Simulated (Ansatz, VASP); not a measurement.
**One calculation of Sb, two programs**

The input POSCAR:

```
Sb
1.0
    2.1102243954      1.2183386227      3.6812845966
   -2.1102243954      1.2183386227      3.6812845966
    0.0000000000     -2.4366772455      3.6812845966
Sb
2
Direct
    0.7665100000      0.7665100000      0.7665100000
    0.2334900000      0.2334900000      0.2334900000
```

Contents of INCAR.step1:

```
SYSTEM = Sb
PREC = Accurate
ENCUT = 520
EDIFF = 1E-5
ISMEAR = -1
SIGMA = 0.05
LREAL = .FALSE.
LASPH = .TRUE.
NELM = 80
ALGO = Normal
ISIF = 2
LWAVE = .TRUE.
LCHARG = .FALSE.
NBANDS = 12
GGA = PE
```

Contents of INCAR.step2:

```
SYSTEM = Sb
PREC = Accurate
ENCUT = 520
EDIFF = 1E-6
ISMEAR = -1
SIGMA = 0.05
LREAL = .FALSE.
LASPH = .TRUE.
NELM = 80
ALGO = Normal
ISIF = 2
LWAVE = .FALSE.
LCHARG = .FALSE.
GGA = B5
LHFCALC = .TRUE.
AEXX = 0.2
AGGAX = 0.72
AGGAC = 0.81
ALDAC = 0.19
PRECFOCK = Normal
NBANDS = 12
ISTART = 1
```

File KPOINTS:

```
Automatic mesh
0
G
  4 4 4
  0 0 0
```

The input input.yaml:

```yaml
crystal:
  lattice:
    - [2.1102243954, 1.2183386227, 3.6812845966]
    - [-2.1102243954, 1.2183386227, 3.6812845966]
    - [0.0, -2.4366772455, 3.6812845966]
  atoms:
    - { symbol: Sb, position: [0.76651, 0.76651, 0.76651] }
    - { symbol: Sb, position: [0.23349, 0.23349, 0.23349] }
hamiltonian:
  xc: b3lyp5
  pseudopotentials: { kind: paw }
kpoints:
  mp_grid: { grid: [4, 4, 4] }
scf:
  occupations: { method: fermi_dirac, width: 0.05 }
output:
  forces: true
  stress: true
  eigenvalues: true
  write_density: true
  write_potential: true
  elf: true
  volumetric_format: npy
```

Alike in both runs: task single point; functional B3LYP5; k mesh 4 × 4 × 4; occupations fermi-dirac, width 0.05 eV; no spin polarisation.

```csv
,VASP,Ansatz
version,VASP 6.6.1,Ansatz 0.2.0
potentials or method,"VASP PAW PBE potentials, release 64 (Sb)",Ansatz PAW
plane-wave cutoff (eV),520,420
valence electrons in the cell,10,30
```

|  | VASP | Ansatz | Ansatz less VASP |
| --- | --- | --- | --- |
| gap on the k mesh at the Fermi level (eV) | 0.76 | 0.67 | -0.092 |
| least direct gap on the mesh (eV) | 0.87 | 0.78 | -0.095 |
| pressure (GPa) | 9.2 | 9.6 | +0.45 |
| traceless stress, the component that is largest in VASP (GPa) | -0.98 | -0.96 | +0.017 |
| rms of the force components (eV/Å) | 0.015 | 0.028 | +0.0134 |

VASP's potentials were made for PBE, not for B3LYP5. Atom by atom the forces differ by 0.013 eV/Å (rms over components). With one functional, cell and mesh, what is left measures potentials, basis and numerics. VASP's potentials hold 10 valence electrons a cell and Ansatz's 30, so a difference there can come from the potentials and not from the codes.

The k mesh is coarse, so the values compare programs but aren't converged. Neither program's run includes spin-orbit coupling.
